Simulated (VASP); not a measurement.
# KCl (P1) in VASP: single point with PBEsol

Aim: the single point of KCl with PBEsol.

Everything below comes from runs of VASP 6.6.1. Logs are shortened: lines on timing, memory, paths and dates and some standing lists are left out, and cuts for length are marked.

**1. The cell of the first run**

The typed cell holds 4 atoms: a = 4.413 Å, b = 4.413 Å, c = 7.644 Å, α = 73.22°, β = 73.22°, γ = 60.00°.

**2. Single point, PBEsol (mode 4 frozen in at -0.363 Å and mode 9 at -0.022 Å (largest displacements))**

The input, INCAR:

```
SYSTEM = KCl
PREC     = Accurate       ! precision mode
ENCUT    = 520            ! plane-wave cutoff, eV
EDIFF    = 1E-7           ! SCF threshold, eV
ISMEAR   = 0              ! smearing method
SIGMA    = 0.05           ! smearing width, eV
LREAL    = .FALSE.        ! projectors in reciprocal space
LASPH    = .TRUE.         ! aspherical terms in the spheres
NELM     = 60             ! most SCF steps
ALGO     = Normal         ! electronic algorithm
ISIF     = 2              ! what is computed and relaxed
LWAVE    = .FALSE.        ! write WAVECAR
LCHARG   = .FALSE.        ! write CHGCAR
GGA      = PS             ! functional
NBANDS   = 24             ! bands
```

The input, KPOINTS:

```
regular mesh
0
G
  6 6 6
  0 0 0
```

The input, POSCAR:

```
KCl
1.0
    0.0000000000     -3.1207041401     -3.1207041401
   -3.1207041401      0.0000000000     -3.1207041401
    3.1207041401      3.1207041401     -6.2414082803
K Cl
2 2
Direct
    0.4346406606      0.5889217862      0.4983729766
    0.0751214797      0.9078241670     -0.0016270234
    0.7446165996      0.7517944668      0.7517944668
    0.2446165996      0.2517944668      0.2517944668
```

Potentials or basis: VASP PAW PBE potentials, release 64 (K_sv, Cl).

Run with:

```sh
cat potpaw_PBE.64/K_sv/POTCAR potpaw_PBE.64/Cl/POTCAR > POTCAR
mpirun -np 1 vasp_std > vasp.out
```

OUTCAR:

```text
SYSTEM = KCl
   PREC = Accurate
   ENCUT = 520
   EDIFF = 1E-7
   ISMEAR = 0
   LREAL = .FALSE.
   LASPH = .TRUE.
   NELM = 60
   ISIF = 2
   GGA = PS

 ion  position               nearest neighbor table
   1  0.435  0.589  0.498-   4 2.84   3 2.96   3 3.08   4 3.20
   2  0.075  0.908  0.998-   4 2.85   3 2.87   3 3.08   4 3.21
   3  0.745  0.752  0.752-   2 2.87   1 2.96   1 3.08   2 3.08
   4  0.245  0.252  0.252-   1 2.84   2 2.85   1 3.20   2 3.21

  LATTYP: Found a trigonal (rhomboedric) cell.
 ALAT       =     7.6441327815
 COS(alpha) =     0.8333333333

  Lattice vectors:

 A1 = (   3.1207041401,   6.2414082802,  -3.1207041402)
 A2 = (   6.2414082802,   3.1207041401,  -3.1207041402)
 A3 = (   3.1207041401,   3.1207041401,  -6.2414082803)

Analysis of symmetry for initial positions (statically):
=====================================================================
 Subroutine PRICEL returns:
 Original cell was already a primitive cell.

 Routine SETGRP: Setting up the symmetry group for a
 trigonal (rhombohedral) supercell.

 Subroutine GETGRP returns: Found  1 space group operations
 (whereof  1 operations were pure point group operations)
 out of a pool of 12 trial point group operations.

The static configuration has the point symmetry C_1 .

Analysis of symmetry for dynamics (positions and initial velocities):
=====================================================================
 Subroutine PRICEL returns:
 Original cell was already a primitive cell.

 Routine SETGRP: Setting up the symmetry group for a
 trigonal (rhombohedral) supercell.

 Subroutine GETGRP returns: Found  1 space group operations
 (whereof  1 operations were pure point group operations)
 out of a pool of 12 trial point group operations.

The dynamic configuration has the point symmetry C_1 .

 Subroutine INISYM returns: Found  1 space group operations
 (whereof  1 operations are pure point group operations),
 and found     1 'primitive' translations

----------------------------------------------------------------------------------------

                                     Primitive cell

  volume of cell :     121.5676

  direct lattice vectors                    reciprocal lattice vectors
     0.000000000 -3.120704140 -3.120704140     0.080110125 -0.240330376 -0.080110125
    -3.120704140  0.000000000 -3.120704140    -0.240330376  0.080110125 -0.080110125
     3.120704140  3.120704140 -6.241408280     0.080110125  0.080110125 -0.080110125

  length of vectors
     4.413342119  4.413342119  7.644132782     0.265695228  0.265695228  0.138754807

  position of ions in fractional coordinates (direct lattice)
     0.434640661  0.588921786  0.498372977
     0.075121480  0.907824167  0.998372977
     0.744616600  0.751794467  0.751794467
     0.244616600  0.251794467  0.251794467

  ion indices of the primitive-cell ions
   primitive index   ion index
                 1           1
                 2           2
                 3           3
                 4           4

----------------------------------------------------------------------------------------

 KPOINTS: regular mesh

Automatic generation of k-mesh.
 Grid dimensions read from file:
 generate k-points for:    6    6    6

 Generating k-lattice:

  Cartesian coordinates                     Fractional coordinates (reciprocal lattice)
     0.013351688 -0.040055063 -0.013351688     0.166666667  0.000000000  0.000000000
    -0.040055063  0.013351688 -0.013351688     0.000000000  0.166666667  0.000000000
     0.013351688  0.013351688 -0.013351688     0.000000000  0.000000000  0.166666667

  Length of vectors
     0.044282538  0.044282538  0.023125801

  Shift w.r.t. Gamma in fractional coordinates (k-lattice)
     0.000000000  0.000000000  0.000000000

 Subroutine IBZKPT returns following result:
 ===========================================

 Found    112 irreducible k-points:

 Following reciprocal coordinates:
            Coordinates               Weight
  0.000000  0.000000  0.000000      1.000000
  0.166667  0.000000  0.000000      2.000000
  0.000000  0.166667  0.000000      2.000000
 -0.166667 -0.166667 -0.166667      2.000000
  0.333333  0.000000  0.000000      2.000000
  0.000000  0.333333  0.000000      2.000000
[... 16 lines left out ...]
 -0.166667  0.500000  0.000000      2.000000
 -0.333333  0.500000  0.500000      2.000000
 [... further k-points ...]
   k-points           NKPTS =    112   k-points in BZ     NKDIM =    112   number of bands    NBANDS=     24
   number of dos      NEDOS =    301   number of ions     NIONS =      4
   total plane-waves  NPLWV =  77760
   dimension x,y,z NGX =    36 NGY =   36 NGZ =   60
   dimension x,y,z NGXF=    72 NGYF=   72 NGZF=  120
   ions per type =               2   2
   NGX,Y,Z   is equivalent  to a cutoff of  13.56, 13.56, 13.05 a.u.
   NGXF,Y,Z  is equivalent  to a cutoff of  27.12, 27.12, 26.10 a.u.
 SYSTEM =  KCl
   PREC   = accura    normal or accurate (medium, high low for compatibility)
   ISTART =      0    job   : 0-new  1-cont  2-samecut
   ICHARG =      2    charge: 1-file 2-atom 10-const
   ISPIN  =      1    spin polarized calculation?
   LNONCOLLINEAR =      F non collinear calculations
   LSORBIT =      F    spin-orbit coupling
   LASPH  =      T    aspherical Exc in radial PAW
   ENCUT  =  520.0 eV  38.22 Ry    6.18 a.u.   8.21  8.21 14.21*2*pi/ulx,y,z
   NELM   =     60;   NELMIN=  2; NELMDL= -5     # of ELM steps
   EDIFF  = 0.1E-06   stopping-criterion for ELM
   LREAL  =      F    real-space projection
   EDIFFG = 0.1E-05   stopping-criterion for IOM
   NSW    =      0    number of steps for IOM
   IBRION =     -1    ionic relax: 0-MD 1-quasi-New 2-CG
   NFREE  =      0    steps in history (QN), initial steepest desc. (CG)
   ISIF   =      2    stress and relaxation
   ISYM   =      2    0-nonsym 1-usesym 2-fastsym
   POTIM  = 0.5000    time-step for ionic-motion
   TEBEG  =    0.0;   TEEND  =   0.0 temperature during run
   PSTRESS=    0.0 pullay stress
   NELECT =      32.0000    total number of electrons
   NUPDOWN=      -1.0000    fix difference up-down
   EMIN   =  10.00;   EMAX   =-10.00  energy-range for DOS
   EFERMI =   0.00;   METHOD = LEGACY
   ISMEAR =     0;   SIGMA  =   0.05  broadening in eV -4-tet -1-fermi 0-gaus
   EFERMI_NEDOS =   21; number of points for ismear=-14 and -15
   IALGO  =     38    algorithm
   IMIX   =      4    mixing-type and parameters
     AMIX     =   0.40;   BMIX     =  1.00
     AMIX_MAG =   1.60;   BMIX_MAG =  1.00
  volume/ion in A,a.u.               =      30.39       205.09
  Fermi-wavevector in a.u.,A,eV,Ry     =   1.049185  1.982673 14.977157  1.100790
  Thomas-Fermi vector in A             =   2.184138
   LORBIT       =      0    0 simple, 1 ext, 2 COOP (PROOUT), +10 PAW based schemes
   GGA     = PS    functional components
   LHFCALC =     F    Hartree Fock is set to
   AEXX    =    0.0000 exact exchange contribution
   IVDW    =     0    specifies the selected vdW correction
   LEPSILON=     F    determine dielectric tensor
   LRPA    =     F    only Hartree local field effects (RPA)
 non-spin polarized calculation
 Gauss-broadening in eV      SIGMA  =   0.05
  energy-cutoff  :      520.00
  volume of cell :      121.57
 maximum number of plane-waves:      3292
 NGX is ok and might be reduce to    36
   NGX = 17   NGY = 17   NGZ = 29

 number of electron      32.0000000 magnetization

 Free energy of the ion-electron system (eV)
  ---------------------------------------------------
  ext. energy  EPLUGINS =         0.00000000
  ---------------------------------------------------
  free energy    TOTEN  =       -13.83816205 eV

  energy without entropy =      -13.83816205  energy(sigma->0) =      -13.83816205

 E-fermi :  -1.5176     XC(G=0):  -7.8024

 val. band max:       -1.8209019913   @ k =   0.0000   0.0000   0.0000
 cond. band min:       3.2785613948   @ k =   0.0000   0.0000   0.0000
 fundamental gap:      5.0994633861
 Fermi energy:        -1.5176331748

 k-point     1 :       0.0000    0.0000    0.0000
  band No.  band energies     occupation
      1     -28.7668      2.00000
      2     -28.7468      2.00000
      3     -14.2007      2.00000
      4     -13.9782      2.00000
      5     -12.3280      2.00000
      6     -12.3112      2.00000
[... 16 lines left out ...]
     23       7.3651      0.00000
     24       7.7415      0.00000

 k-point     2 :       0.1667    0.0000    0.0000
  band No.  band energies     occupation
      1     -28.7641      2.00000
      2     -28.7454      2.00000
      3     -14.1485      2.00000
      4     -14.0207      2.00000
      5     -12.3616      2.00000
      6     -12.3399      2.00000
[... 16 lines left out ...]
     23       7.6342      0.00000
     24       7.9764      0.00000

 k-point     3 :       0.0000    0.1667    0.0000
  band No.  band energies     occupation
      1     -28.7642      2.00000
      2     -28.7453      2.00000
      3     -14.1486      2.00000
      4     -14.0189      2.00000
      5     -12.3670      2.00000
      6     -12.3225      2.00000
[... 16 lines left out ...]
     23       7.5685      0.00000
     24       8.0752      0.00000

 k-point     4 :      -0.1667   -0.1667   -0.1667
  band No.  band energies     occupation
      1     -28.7639      2.00000
      2     -28.7456      2.00000
      3     -14.1504      2.00000
      4     -14.0205      2.00000
      5     -12.3587      2.00000
      6     -12.3460      2.00000
[... 16 lines left out ...]
     23       7.6729      0.00000
     24       7.8279      0.00000

 k-point     5 :       0.3333    0.0000    0.0000
  band No.  band energies     occupation
      1     -28.7586      2.00000
      2     -28.7426      2.00000
      3     -14.0746      2.00000
      4     -14.0608      2.00000
      5     -12.4287      2.00000
      6     -12.3624      2.00000
[... 451 lines left out ...]
 k-point    22 :      -0.1667    0.3333   -0.1667
  band No.  band energies     occupation
      1     -28.7560      2.00000
      2     -28.7412      2.00000
      3     -14.0802      2.00000
      4     -14.0283      2.00000
      5     -12.4302      2.00000
      6     -12.3915      2.00000
[... 16 lines left out ...]
     23       8.6252      0.00000
     24       8.8219      0.00000

 k-point    23 :      -0.1667    0.5000    0.0000
  band No.  band energies     occupation
      1     -28.7561      2.00000
      2     -28.7410      2.00000
      3     -14.0872      2.00000
      4     -14.0239      2.00000
      5     -12.4309      2.00000
      6     -12.3931      2.00000
[... 16 lines left out ...]
     23       8.5813      0.00000
     24       8.8221      0.00000

 k-point    24 :      -0.3333    0.5000    0.5000
  band No.  band energies     occupation
      1     -28.7547      2.00000
      2     -28.7422      2.00000
      3     -14.0751      2.00000
      4     -14.0437      2.00000
      5     -12.4132      2.00000
      6     -12.4030      2.00000
[... 16 lines left out ...]
     23       8.2238      0.00000
     24       8.7462      0.00000

 [... further k-points ...]
[... 5 lines left out ...]
  --------------------------------------------------------------------------------------
  -------------------------------------------------------------------------------------
  Total        1.5805120      0.9388077      0.0414523      0.3909843      0.0090330     -0.1402949
  in kB       20.8300640     12.3728411      0.5463128      5.1529047      0.1190482     -1.8489899
  external PRESSURE =      11.2497393 kB  Pullay stress =       0.0000000 kB

 VOLUME and BASIS-vectors are now :
 -----------------------------------------------------------------------------
  energy-cutoff  :      520.00
  volume of cell :      121.57
      direct lattice vectors                 reciprocal lattice vectors
     0.000000000 -3.120704140 -3.120704140     0.080110125 -0.240330376 -0.080110125
    -3.120704140  0.000000000 -3.120704140    -0.240330376  0.080110125 -0.080110125
     3.120704140  3.120704140 -6.241408280     0.080110125  0.080110125 -0.080110125

 POSITION                                       TOTAL-FORCE (eV/Angst)
 -----------------------------------------------------------------------------------
     -0.28258      0.19889     -6.30478         0.498966     -0.254210      0.078463
      0.28258      2.88119     -9.29874        -0.469842      0.410505     -0.073055
      0.00000      0.02240     -9.36211        -0.013619     -0.153006     -0.008458
      0.00000      0.02240     -3.12070        -0.015504     -0.003289      0.003050
 -----------------------------------------------------------------------------------
    total drift:                               -0.000093     -0.000226      0.000024

  FREE ENERGIE OF THE ION-ELECTRON SYSTEM (eV)
  ---------------------------------------------------
  free  energy   TOTEN  =       -13.8381620508 eV

  energy  without entropy=      -13.8381620508  energy(sigma->0) =      -13.83816205
```

Run time: 5.7 min. Hardware: 1 thread of Intel Xeon 6975P-C, shared host; peak memory 0.44 GiB.

Results:

```yaml
Free_energy: -13.8382 eV
Pressure: 1.1 GPa
Largest_force: 0.628 eV/Å
Band_gap_on_the_k_mesh: 5.10 eV, direct
```

Forces on the atoms (eV/Å):
```
K    0.499 -0.254  0.078
K   -0.470  0.411 -0.073
Cl  -0.014 -0.153 -0.008
Cl  -0.016 -0.003  0.003
```

Stress tensor (GPa, compression positive):
```
 2.08  0.52 -0.18
 0.52  1.24  0.01
-0.18  0.01  0.05
```

Caveat: the cell differs from its parent crystal (mode 4 frozen in at -0.363 Å and mode 9 at -0.022 Å (largest displacements)); the PAW data sets were made with another functional, which shifts forces and pressure a little. A k mesh can miss the band edges.
